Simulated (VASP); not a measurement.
# NbRu3 (P4/mmm) in VASP: notebook

NbRu3 is run at these levels: LDA; tasks: electric field gradients.

All numbers are computed with VASP 6.6.1; they aren't measurements. Logs are shortened: lines on timing, memory, paths and dates and some standing lists are left out, and cuts for length are marked.

### 1 The cell of the first run

It takes space group P4/mmm (No. 123, tetragonal). The conventional cell has a = 3.880 Å, b = 3.880 Å, c = 3.958 Å, α = 90.00°, β = 90.00°, γ = 90.00°. Within 3.6 Å of Nb (site symmetry 4/mmm) lie 12 Ru at 2.74 to 2.77 Å. Within 3.6 Å of Ru (site symmetry mmm) lie 8 Ru at 2.74 to 2.77 Å and 4 Nb at 2.77 Å. Ru (site symmetry 4/mmm) has 4 Nb at 2.74 Å and 8 Ru at 2.77 Å within 3.6 Å.

### 2 Electric field gradients, LDA (zz strain of +2 %)

The input, INCAR:

```
ALGO     = Normal         # electronic algorithm
EDIFF    = 1E-8           # SCF threshold, eV
ENCUT    = 420            # plane-wave cutoff, eV
GGA_COMPAT= F            
ISIF     = 2              # what is computed and relaxed
ISMEAR   = -1             # smearing method
LASPH    = T              # aspherical terms in the spheres
LCHARG   = F              # write CHGCAR
LEFG     = T            
LREAL    = F              # projectors in reciprocal space
LWAVE    = F              # write WAVECAR
NBANDS   = 38             # bands
NELM     = 120            # most SCF steps
PREC     = Accurate       # precision mode
SIGMA    = 0.05           # smearing width, eV
```

The input, KPOINTS:

```
k-points
0
Gamma
  9 9 9
```

The input, POSCAR:

```
NbRu3
1.0
    3.8800000000      0.0000000000      0.0000000000
    0.0000000000      3.8800000000      0.0000000000
    0.0000000000      0.0000000000      3.9576000000
Nb Ru
1 3
Direct
    0.0000000000      0.0000000000      0.0000000000
    0.0000000000      0.5000000000      0.5000000000
    0.5000000000      0.0000000000      0.5000000000
    0.5000000000      0.5000000000      0.0000000000
```

Potentials or basis: VASP PAW LDA potentials, release 64 (Nb_sv, Ru_sv).

Command:

```
$ cat potpaw_LDA.64/Nb_sv/POTCAR potpaw_LDA.64/Ru_sv/POTCAR > POTCAR
$ mpirun -np 1 vasp_std > vasp.out
```

OUTCAR:

```text
EDIFF = 1E-8
   ENCUT = 420
   ISIF = 2
   ISMEAR = -1
   LASPH = T
   LREAL = F
   NELM = 120
   PREC = Accurate

 ion  position               nearest neighbor table
   1  0.000  0.000  0.000-   4 2.74   4 2.74   4 2.74   4 2.74   3 2.77   2 2.77   3 2.77   2 2.77
                             3 2.77   2 2.77   3 2.77   2 2.77
   2  0.000  0.500  0.500-   3 2.74   3 2.74   3 2.74   3 2.74   4 2.77   1 2.77   1 2.77   1 2.77
                             4 2.77   4 2.77   4 2.77   1 2.77
   3  0.500  0.000  0.500-   2 2.74   2 2.74   2 2.74   2 2.74   4 2.77   1 2.77   4 2.77   4 2.77
                             1 2.77   4 2.77   1 2.77   1 2.77
   4  0.500  0.500  0.000-   1 2.74   1 2.74   1 2.74   1 2.74   3 2.77   2 2.77   3 2.77   3 2.77
                             3 2.77   2 2.77   2 2.77   2 2.77

  LATTYP: Found a simple tetragonal cell.
 ALAT       =     3.8800000000
 C/A-ratio  =     1.0200000000

  Lattice vectors:

 A1 = (   3.8800000000,   0.0000000000,   0.0000000000)
 A2 = (   0.0000000000,   3.8800000000,   0.0000000000)
 A3 = (   0.0000000000,   0.0000000000,   3.9576000000)

Analysis of symmetry for initial positions (statically):
=====================================================================
 Subroutine PRICEL returns:
 Original cell was already a primitive cell.

 Routine SETGRP: Setting up the symmetry group for a
 simple tetragonal supercell.

 Subroutine GETGRP returns: Found 16 space group operations
 (whereof 16 operations were pure point group operations)
 out of a pool of 16 trial point group operations.

The static configuration has the point symmetry D_4h.

Analysis of symmetry for dynamics (positions and initial velocities):
=====================================================================
 Subroutine PRICEL returns:
 Original cell was already a primitive cell.

 Routine SETGRP: Setting up the symmetry group for a
 simple tetragonal supercell.

 Subroutine GETGRP returns: Found 16 space group operations
 (whereof 16 operations were pure point group operations)
 out of a pool of 16 trial point group operations.

The dynamic configuration has the point symmetry D_4h.

 Subroutine INISYM returns: Found 16 space group operations
 (whereof 16 operations are pure point group operations),
 and found     1 'primitive' translations

----------------------------------------------------------------------------------------

                                     Primitive cell

  volume of cell :      59.5793

  direct lattice vectors                    reciprocal lattice vectors
     3.880000000  0.000000000  0.000000000     0.257731959  0.000000000  0.000000000
     0.000000000  3.880000000  0.000000000     0.000000000  0.257731959  0.000000000
     0.000000000  0.000000000  3.957600000     0.000000000  0.000000000  0.252678391

  length of vectors
     3.880000000  3.880000000  3.957600000     0.257731959  0.257731959  0.252678391

  position of ions in fractional coordinates (direct lattice)
     0.000000000  0.000000000  0.000000000
     0.000000000  0.500000000  0.500000000
     0.500000000  0.000000000  0.500000000
     0.500000000  0.500000000  0.000000000

  ion indices of the primitive-cell ions
   primitive index   ion index
                 1           1
                 2           2
                 3           3
                 4           4

----------------------------------------------------------------------------------------

 KPOINTS: k-points

Automatic generation of k-mesh.
 Grid dimensions read from file:
 generate k-points for:    9    9    9

 Generating k-lattice:

  Cartesian coordinates                     Fractional coordinates (reciprocal lattice)
     0.028636884  0.000000000  0.000000000     0.111111111  0.000000000  0.000000000
     0.000000000  0.028636884  0.000000000     0.000000000  0.111111111  0.000000000
     0.000000000  0.000000000  0.028075377     0.000000000  0.000000000  0.111111111

  Length of vectors
     0.028636884  0.028636884  0.028075377

  Shift w.r.t. Gamma in fractional coordinates (k-lattice)
     0.000000000  0.000000000  0.000000000

 Subroutine IBZKPT returns following result:
 ===========================================

 Found     75 irreducible k-points:

 Following reciprocal coordinates:
            Coordinates               Weight
  0.000000  0.000000  0.000000      1.000000
  0.111111  0.000000  0.000000      4.000000
  0.222222  0.000000  0.000000      4.000000
  0.333333  0.000000  0.000000      4.000000
  0.444444  0.000000  0.000000      4.000000
  0.111111  0.111111  0.000000      4.000000
[... 16 lines left out ...]
  0.333333  0.111111  0.111111     16.000000
  0.444444  0.111111  0.111111     16.000000
 [... further k-points ...]
   k-points           NKPTS =     75   k-points in BZ     NKDIM =     75   number of bands    NBANDS=     38
   number of dos      NEDOS =    301   number of ions     NIONS =      4
   total plane-waves  NPLWV =  21952
   dimension x,y,z NGX =    28 NGY =   28 NGZ =   28
   dimension x,y,z NGXF=    56 NGYF=   56 NGZF=   56
   ions per type =               1   3
   NGX,Y,Z   is equivalent  to a cutoff of  12.00, 12.00, 11.76 a.u.
   NGXF,Y,Z  is equivalent  to a cutoff of  23.99, 23.99, 23.52 a.u.
 SYSTEM =  unknown system
   PREC   = accura    normal or accurate (medium, high low for compatibility)
   ISTART =      0    job   : 0-new  1-cont  2-samecut
   ICHARG =      2    charge: 1-file 2-atom 10-const
   ISPIN  =      1    spin polarized calculation?
   LNONCOLLINEAR =      F non collinear calculations
   LSORBIT =      F    spin-orbit coupling
   LASPH  =      T    aspherical Exc in radial PAW
   ENCUT  =  420.0 eV  30.87 Ry    5.56 a.u.   6.48  6.48  6.61*2*pi/ulx,y,z
   NELM   =    120;   NELMIN=  2; NELMDL= -5     # of ELM steps
   EDIFF  = 0.1E-07   stopping-criterion for ELM
   LREAL  =      F    real-space projection
   EDIFFG = 0.1E-06   stopping-criterion for IOM
   NSW    =      0    number of steps for IOM
   IBRION =     -1    ionic relax: 0-MD 1-quasi-New 2-CG
   NFREE  =      0    steps in history (QN), initial steepest desc. (CG)
   ISIF   =      2    stress and relaxation
   ISYM   =      2    0-nonsym 1-usesym 2-fastsym
   POTIM  = 0.5000    time-step for ionic-motion
   TEBEG  =    0.0;   TEEND  =   0.0 temperature during run
   PSTRESS=    0.0 pullay stress
   NELECT =      61.0000    total number of electrons
   NUPDOWN=      -1.0000    fix difference up-down
   EMIN   =  10.00;   EMAX   =-10.00  energy-range for DOS
   EFERMI =   0.00;   METHOD = LEGACY
   ISMEAR =    -1;   SIGMA  =   0.05  broadening in eV -4-tet -1-fermi 0-gaus
   EFERMI_NEDOS =   21; number of points for ismear=-14 and -15
   IALGO  =     38    algorithm
   IMIX   =      4    mixing-type and parameters
     AMIX     =   0.40;   BMIX     =  1.00
     AMIX_MAG =   1.60;   BMIX_MAG =  1.00
  volume/ion in A,a.u.               =      14.89       100.52
  Fermi-wavevector in a.u.,A,eV,Ry     =   1.650009  3.118065 37.042268  2.722530
  Thomas-Fermi vector in A             =   2.739032
   LORBIT       =      0    0 simple, 1 ext, 2 COOP (PROOUT), +10 PAW based schemes
   GGA     = CA    functional components
   LHFCALC =     F    Hartree Fock is set to
   AEXX    =    0.0000 exact exchange contribution
   IVDW    =     0    specifies the selected vdW correction
   LEPSILON=     F    determine dielectric tensor
   LRPA    =     F    only Hartree local field effects (RPA)
 non-spin polarized calculation
  energy-cutoff  :      420.00
  volume of cell :       59.58
 maximum number of plane-waves:      1197
 NGX is ok and might be reduce to    28
   NGX = 13   NGY = 13   NGZ = 13

 number of electron      60.9999970 magnetization

 Free energy of the ion-electron system (eV)
  ---------------------------------------------------
  ext. energy  EPLUGINS =         0.00000000
  ---------------------------------------------------
  free energy    TOTEN  =       -43.68119157 eV

  energy without entropy =      -43.63625123  energy(sigma->0) =      -43.65872140

 E-fermi :  13.2450     XC(G=0): -13.8870

 val. band max:       13.2403837403   @ k =   0.4444   0.4444   0.3333
 cond. band min:      13.2483433082   @ k =   0.4444   0.3333   0.0000
 fundamental gap:      0.0079595679
 Fermi energy:        13.2450106609

 k-point     1 :       0.0000    0.0000    0.0000
  band No.  band energies     occupation
      1     -58.7793      2.00000
      2     -58.6522      2.00000
      3     -58.6495      2.00000
      4     -41.2232      2.00000
      5     -29.2329      2.00000
      6     -29.2329      2.00000
[... 30 lines left out ...]
     37      17.2774      0.00000
     38      17.7923      0.00000

 k-point     2 :       0.1111    0.0000    0.0000
  band No.  band energies     occupation
      1     -58.7757      2.00000
      2     -58.6553      2.00000
      3     -58.6497      2.00000
      4     -41.2234      2.00000
      5     -29.2224      2.00000
      6     -29.2165      2.00000
[... 30 lines left out ...]
     37      17.0381      0.00000
     38      17.7798      0.00000

 k-point     3 :       0.2222    0.0000    0.0000
  band No.  band energies     occupation
      1     -58.7656      2.00000
      2     -58.6651      2.00000
      3     -58.6497      2.00000
      4     -41.2240      2.00000
      5     -29.1931      2.00000
      6     -29.1788      2.00000
[... 30 lines left out ...]
     37      16.4545      0.00000
[... 781 lines left out ...]
 k-point    23 :       0.3333    0.1111    0.1111
  band No.  band energies     occupation
      1     -58.7454      2.00000
      2     -58.6803      2.00000
      3     -58.6543      2.00000
      4     -41.2246      2.00000
      5     -29.1972      2.00000
      6     -29.1087      2.00000
[... 30 lines left out ...]
     37      16.4269      0.00000
     38      17.1456      0.00000

 k-point    24 :       0.4444    0.1111    0.1111
  band No.  band energies     occupation
      1     -58.7309      2.00000
      2     -58.6949      2.00000
      3     -58.6541      2.00000
      4     -41.2248      2.00000
      5     -29.1662      2.00000
      6     -29.0722      2.00000
[... 30 lines left out ...]
     37      15.8253      0.00000
     38      17.0838      0.00000

 [... further k-points ...]

------------------------ aborting loop because EDIFF is reached ----------------------------------------

  FORCE on cell =-STRESS in cart. coord.  units (eV):
  Direction    XX          YY          ZZ          XY          YZ          ZX
  --------------------------------------------------------------------------------------
  -------------------------------------------------------------------------------------
  Total       -5.9415535     -5.9415535     -7.1321316      0.0000000      0.0000000     -0.0000000
  in kB     -159.7773607   -159.7773607   -191.7938087      0.0000000      0.0000000     -0.0000000
  external PRESSURE =    -170.4495100 kB  Pullay stress =       0.0000000 kB

 VOLUME and BASIS-vectors are now :
 -----------------------------------------------------------------------------
  energy-cutoff  :      420.00
  volume of cell :       59.58
      direct lattice vectors                 reciprocal lattice vectors
     3.880000000  0.000000000  0.000000000     0.257731959  0.000000000  0.000000000
     0.000000000  3.880000000  0.000000000     0.000000000  0.257731959  0.000000000
     0.000000000  0.000000000  3.957600000     0.000000000  0.000000000  0.252678391

 POSITION                                       TOTAL-FORCE (eV/Angst)
 -----------------------------------------------------------------------------------
      0.00000      0.00000      0.00000         0.000000      0.000000      0.000000
      0.00000      1.94000      1.97880         0.000000      0.000000      0.000000
      1.94000      0.00000      1.97880         0.000000      0.000000      0.000000
      1.94000      1.94000      0.00000         0.000000      0.000000      0.000000
 -----------------------------------------------------------------------------------
    total drift:                                0.000000      0.000000      0.000000

  FREE ENERGIE OF THE ION-ELECTRON SYSTEM (eV)
  ---------------------------------------------------
  free  energy   TOTEN  =       -43.6811915688 eV

  energy  without entropy=      -43.6362512346  energy(sigma->0) =      -43.65872140

 Electric field gradients (V/A^2)
---------------------------------------------------------------------
 ion       V_xx      V_yy      V_zz      V_xy      V_xz      V_yz
---------------------------------------------------------------------
   1       0.605     0.605    -1.210     0.000    -0.000    -0.000
   2      -5.379     6.824    -1.446     0.000    -0.000     0.000
   3       6.824    -5.379    -1.446     0.000    -0.000    -0.000
   4       8.474     8.474   -16.947     0.000    -0.000     0.000
---------------------------------------------------------------------

 Electric field gradients after diagonalization (V/A^2)
 (convention: |V_zz| > |V_xx| > |V_yy|)
----------------------------------------------------------------------
 ion       V_xx      V_yy      V_zz     asymmetry (V_yy - V_xx)/ V_zz
----------------------------------------------------------------------
   1       0.605     0.605    -1.210       0.000
   2      -5.379    -1.446     6.824       0.576
   3      -5.379    -1.446     6.824       0.576
   4       8.474     8.474   -16.947       0.000
----------------------------------------------------------------------

           NMR quadrupolar parameters

 Cq : quadrupolar parameter    Cq=e*Q*V_zz/h
 eta: asymmetry parameters     (V_yy - V_xx)/ V_zz
 Q  : nuclear electric quadrupole moment in mb (millibarn)
----------------------------------------------------------------------
 ion       Cq(MHz)       eta       Q (mb)
----------------------------------------------------------------------
   1      -0.003       0.000       1.000
   2       0.017       0.576       1.000
   3       0.017       0.576       1.000
   4      -0.041       0.000       1.000
----------------------------------------------------------------------
```

It took 70 s on 1 thread of Intel Xeon 6975P-C (Granite Rapids), shared host; peak memory 0.21 GiB.

What came out:

```yaml
Free_energy: -43.6812 eV
Pressure: -17.0 GPa
Band_gap_on_the_k_mesh: zero (an odd number of electrons rules out a gap without spin polarisation)
Largest_electric_field_gradient_by_atom: Nb -1.2; Ru +6.8, -16.9 (each value once) V/Å²
```

Stress tensor (GPa, compression positive):
```
-15.98   0.00   0.00
  0.00 -15.98   0.00
  0.00   0.00 -19.18
```

Levels at points of the mesh, in eV from the Fermi level:
| k point | band 27 | band 28 | band 29 | band 30 | band 31 | band 32 | band 33 | band 34 | band 35 | band 36 |
| --- | --- | --- | --- | --- | --- | --- | --- | --- | --- | --- |
| (0.00, 0.00, 0.00) | 0.34 | 0.58 | 1.73 | 2.19 | 2.19 | 2.34 | 3.50 | 3.56 | 3.64 | 4.03 |

Electric field gradients, principal values (V/Å²):
| atom | least | middle | greatest (by size) |
| --- | --- | --- | --- |
| 1 Nb | 0.605 | 0.605 | -1.210 |
| 2 Ru | -1.446 | -5.379 | 6.824 |
| 3 Ru | -1.446 | -5.379 | 6.824 |
| 4 Ru | 8.474 | 8.474 | -16.947 |

Caveat: the cell differs from its parent crystal (zz strain of +2 %); the cell stands under tension; without QUAD_EFG the Cq values of the log hold for a quadrupole moment of 1 mb, not for the nuclei.

[end of part 1 of 2]
